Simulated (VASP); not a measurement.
# Tl (Fmmm) in VASP: notebook, part 2 of 2

VASP 6.6.1. Earlier steps stand in the parts before.

### Step 3. Electric field gradients, PBE

INCAR reads:

```
ALGO = Normal
EDIFF = 1E-8
ENCUT = 520
GGA = PE
ISIF = 2
ISMEAR = -1
ISYM = 0
LASPH = True
LCHARG = False
LEFG = True
LREAL = False
LWAVE = False
NBANDS = 12
NELM = 80
PREC = Accurate
SIGMA = 0.05
```

KPOINTS reads:

```
k-points
0
Gamma
  13 13 13
```

POSCAR reads:

```
Tl
1.0
   -1.9312950000      1.9312950000      1.9410000000
    1.9312950000     -1.9312950000      1.9410000000
    1.9507050000      1.9507050000     -1.9410000000
Tl
1
Direct
    0.0000000000      0.0000000000      0.0000000000
```

Potentials or basis: VASP PAW PBE potentials, release 64 (Tl_d).

Launch:

```sh
cat potpaw_PBE.64/Tl_d/POTCAR > POTCAR
mpirun -np 1 vasp_std > vasp.out
```

OUTCAR:

```text
EDIFF = 1E-8
   ENCUT = 520
   GGA = PE
   ISIF = 2
   ISMEAR = -1
   ISYM = 0
   LASPH = True
   LREAL = False
   NELM = 80
   PREC = Accurate

 ion  position               nearest neighbor table
   1  0.000  0.000  0.000-

IMPORTANT INFORMATION: All symmetrisations will be switched off!
NOSYMM: (Re-)initialisation of all symmetry stuff for point group C_1.

----------------------------------------------------------------------------------------

                                     Primitive cell

  volume of cell :      29.2500

  direct lattice vectors                    reciprocal lattice vectors
    -1.931295000  1.931295000  1.941000000    -0.001288028  0.257605616  0.257599176
     1.931295000 -1.931295000  1.941000000     0.257605616 -0.001288028  0.257599176
     1.950705000  1.950705000 -1.941000000     0.256317588  0.256317588  0.000000000

  length of vectors
     3.350713619  3.350713619  3.373126294     0.364307079  0.364307079  0.362487809

  position of ions in fractional coordinates (direct lattice)
     0.000000000  0.000000000  0.000000000

  ion indices of the primitive-cell ions
   primitive index   ion index
                 1           1

----------------------------------------------------------------------------------------

 KPOINTS: k-points

Automatic generation of k-mesh.
 Grid dimensions read from file:
 generate k-points for:   13   13   13

 Generating k-lattice:

  Cartesian coordinates                     Fractional coordinates (reciprocal lattice)
    -0.000099079  0.019815817  0.019815321     0.076923077  0.000000000 -0.000000000
     0.019815817 -0.000099079  0.019815321     0.000000000  0.076923077 -0.000000000
     0.019716738  0.019716738  0.000000000     0.000000000  0.000000000  0.076923077

  Length of vectors
     0.028023621  0.028023621  0.027883678

  Shift w.r.t. Gamma in fractional coordinates (k-lattice)
     0.000000000  0.000000000  0.000000000

 Subroutine IBZKPT returns following result:
 ===========================================

 Found   1099 irreducible k-points:

 Following reciprocal coordinates:
            Coordinates               Weight
  0.000000  0.000000  0.000000      1.000000
  0.076923  0.000000  0.000000      2.000000
  0.000000  0.076923 -0.076923      2.000000
 -0.000000 -0.076923  0.000000      2.000000
 -0.076923 -0.000000  0.076923      2.000000
  0.153846  0.000000  0.000000      2.000000
[... 16 lines left out ...]
  0.000000  0.461538 -0.461538      2.000000
 -0.000000 -0.461538  0.000000      2.000000
 [... further k-points ...]
   k-points           NKPTS =   1099   k-points in BZ     NKDIM =   1099   number of bands    NBANDS=     12
   number of dos      NEDOS =    301   number of ions     NIONS =      1
   total plane-waves  NPLWV =  21952
   dimension x,y,z NGX =    28 NGY =   28 NGZ =   28
   dimension x,y,z NGXF=    56 NGYF=   56 NGZF=   56
   ions per type =               1
   NGX,Y,Z   is equivalent  to a cutoff of  13.89, 13.89, 13.80 a.u.
   NGXF,Y,Z  is equivalent  to a cutoff of  27.78, 27.78, 27.60 a.u.
 SYSTEM =  unknown system
   PREC   = accura    normal or accurate (medium, high low for compatibility)
[... 22 lines left out ...]
   EFERMI =   0.00;   METHOD = LEGACY
   ISMEAR =    -1;   SIGMA  =   0.05  broadening in eV -4-tet -1-fermi 0-gaus
   EFERMI_NEDOS =   21; number of points for ismear=-14 and -15
   IALGO  =     38    algorithm
   IMIX   =      4    mixing-type and parameters
     AMIX     =   0.40;   BMIX     =  1.00
     AMIX_MAG =   1.60;   BMIX_MAG =  1.00
  volume/ion in A,a.u.               =      29.25       197.39
  Fermi-wavevector in a.u.,A,eV,Ry     =   1.249340  2.360911 21.236665  1.560851
  Thomas-Fermi vector in A             =   2.383385
   LORBIT       =      0    0 simple, 1 ext, 2 COOP (PROOUT), +10 PAW based schemes
   GGA     = PE    functional components
   LHFCALC =     F    Hartree Fock is set to
   AEXX    =    0.0000 exact exchange contribution
   IVDW    =     0    specifies the selected vdW correction
   LEPSILON=     F    determine dielectric tensor
   LRPA    =     F    only Hartree local field effects (RPA)
 non-spin polarized calculation
  energy-cutoff  :      520.00
  volume of cell :       29.25
 maximum number of plane-waves:       802
 NGX is ok and might be reduce to    28
   NGX = 13   NGY = 13   NGZ = 13

 number of electron      13.0000002 magnetization

 Free energy of the ion-electron system (eV)
  ---------------------------------------------------
  ext. energy  EPLUGINS =         0.00000000
  ---------------------------------------------------
  free energy    TOTEN  =        -2.20649980 eV

  energy without entropy =       -2.20098529  energy(sigma->0) =       -2.20374255

 E-fermi :   6.3210     XC(G=0): -10.0802

 val. band max:        6.3171664516   @ k =   0.2308  -0.4615   0.3077
 cond. band min:       6.3285097322   @ k =   0.2308   0.2308   0.2308
 fundamental gap:      0.0113432806
 Fermi energy:         6.3210081480

 k-point     1 :       0.0000    0.0000    0.0000
  band No.  band energies     occupation
      1      -5.3198      2.00000
      2      -5.3059      2.00000
      3      -5.2916      2.00000
      4      -4.8970      2.00000
      5      -4.8968      2.00000
      6      -3.5494      2.00000
      7      16.8370      0.00000
      8      16.9433      0.00000
      9      17.0351      0.00000
     10      18.5788      0.00000
     11      18.6329      0.00000
     12      18.7026      0.00000
[... 331 lines left out ...]
 k-point    24 :      -0.0000   -0.4615    0.0000
  band No.  band energies     occupation
      1      -5.4769      2.00000
      2      -5.4403      2.00000
      3      -4.9257      2.00000
      4      -4.8957      2.00000
      5      -4.6380      2.00000
      6       1.0380      2.00000
      7       4.0380      2.00000
      8      12.1260      0.00000
      9      13.4791      0.00000
     10      16.2904      0.00000
     11      17.5083      0.00000
     12      22.5199      0.00000

 [... further k-points ...]

------------------------ aborting loop because EDIFF is reached ----------------------------------------

  FORCE on cell =-STRESS in cart. coord.  units (eV):
  Direction    XX          YY          ZZ          XY          YZ          ZX
  --------------------------------------------------------------------------------------
  -------------------------------------------------------------------------------------
  Total        0.4064484      0.4064485      0.4074852     -0.0164128     -0.0000023     -0.0000022
  in kB       22.2633389     22.2633402     22.3201284     -0.8990157     -0.0001235     -0.0001216
  external PRESSURE =      22.2822692 kB  Pullay stress =       0.0000000 kB

 VOLUME and BASIS-vectors are now :
 -----------------------------------------------------------------------------
  energy-cutoff  :      520.00
  volume of cell :       29.25
      direct lattice vectors                 reciprocal lattice vectors
    -1.931295000  1.931295000  1.941000000    -0.001288028  0.257605616  0.257599176
     1.931295000 -1.931295000  1.941000000     0.257605616 -0.001288028  0.257599176
     1.950705000  1.950705000 -1.941000000     0.256317588  0.256317588  0.000000000

 POSITION                                       TOTAL-FORCE (eV/Angst)
 -----------------------------------------------------------------------------------
      0.00000      0.00000      0.00000         0.000000      0.000000      0.000000
 -----------------------------------------------------------------------------------
    total drift:                                0.000000      0.000000      0.000000

  FREE ENERGIE OF THE ION-ELECTRON SYSTEM (eV)
  ---------------------------------------------------
  free  energy   TOTEN  =        -2.2064998016 eV

  energy  without entropy=       -2.2009852922  energy(sigma->0) =       -2.20374255

 Electric field gradients (V/A^2)
---------------------------------------------------------------------
 ion       V_xx      V_yy      V_zz      V_xy      V_xz      V_yz
---------------------------------------------------------------------
   1       0.064     0.064    -0.128     6.156     0.000     0.000
---------------------------------------------------------------------

 Electric field gradients after diagonalization (V/A^2)
 (convention: |V_zz| > |V_xx| > |V_yy|)
----------------------------------------------------------------------
 ion       V_xx      V_yy      V_zz     asymmetry (V_yy - V_xx)/ V_zz
----------------------------------------------------------------------
   1      -6.091    -0.128     6.220       0.959
----------------------------------------------------------------------

           NMR quadrupolar parameters

 Cq : quadrupolar parameter    Cq=e*Q*V_zz/h
 eta: asymmetry parameters     (V_yy - V_xx)/ V_zz
 Q  : nuclear electric quadrupole moment in mb (millibarn)
----------------------------------------------------------------------
 ion       Cq(MHz)       eta       Q (mb)
----------------------------------------------------------------------
   1       0.015       0.959       1.000
----------------------------------------------------------------------
```

OSZICAR:

```text
N       E                     dE             d eps       ncg     rms          rms(c)
DAV:   1     0.506562764321E+02    0.50656E+02   -0.66946E+03 28136   0.938E+02
DAV:   2    -0.161852394219E+01   -0.52275E+02   -0.51288E+02 30412   0.213E+02
DAV:   3    -0.222953502828E+01   -0.61101E+00   -0.61010E+00 30888   0.206E+01
DAV:   4    -0.223230355055E+01   -0.27685E-02   -0.27684E-02 29680   0.162E+00
DAV:   5    -0.223233700438E+01   -0.33454E-04   -0.33453E-04 30548   0.172E-01    0.206E+00
DAV:   6    -0.221053642685E+01    0.21801E-01   -0.34749E-02 28568   0.175E+00    0.146E+00
DAV:   7    -0.220670040620E+01    0.38360E-02   -0.11853E-02 29652   0.101E+00    0.603E-01
DAV:   8    -0.220649426921E+01    0.20614E-03   -0.50342E-04 29140   0.212E-01    0.314E-02
DAV:   9    -0.220649741175E+01   -0.31425E-05   -0.48339E-06 30140   0.222E-02    0.108E-02
DAV:  10    -0.220649977259E+01   -0.23608E-05   -0.19620E-06 29744   0.132E-02    0.758E-04
DAV:  11    -0.220649978825E+01   -0.15659E-07   -0.51855E-08 29320   0.168E-03    0.362E-04
DAV:  12    -0.220649980162E+01   -0.13369E-07   -0.66585E-09 17348   0.801E-04    0.179E-05
DAV:  13    -0.220649980157E+01    0.54570E-10   -0.20198E-10 14992   0.157E-04
   1 F= -.22064998E+01 E0= -.22037425E+01  d E =-.551451E-02
```

Run time: 5 min. Hardware: 1 thread of Intel Xeon Platinum 8488C (Sapphire Rapids), shared host; peak memory 0.46 GiB.

What came out:

| Item | Value |
| --- | --- |
| Free energy | -2.2065 eV |
| Pressure | 2.2 GPa |

Stress tensor (GPa, compression positive):
```
 2.23 -0.09  0.00
-0.09  2.23  0.00
 0.00  0.00  2.23
```

Electric field gradients, principal values (V/Å²):
```
atom   least  middle  greatest (by size)
1 Tl  -0.128  -6.091               6.220
```

Caveat: without QUAD_EFG the Cq values of the log hold for a quadrupole moment of 1 mb, not for the nuclei; spin-orbit coupling is left out, which moves the levels of the heavy elements.
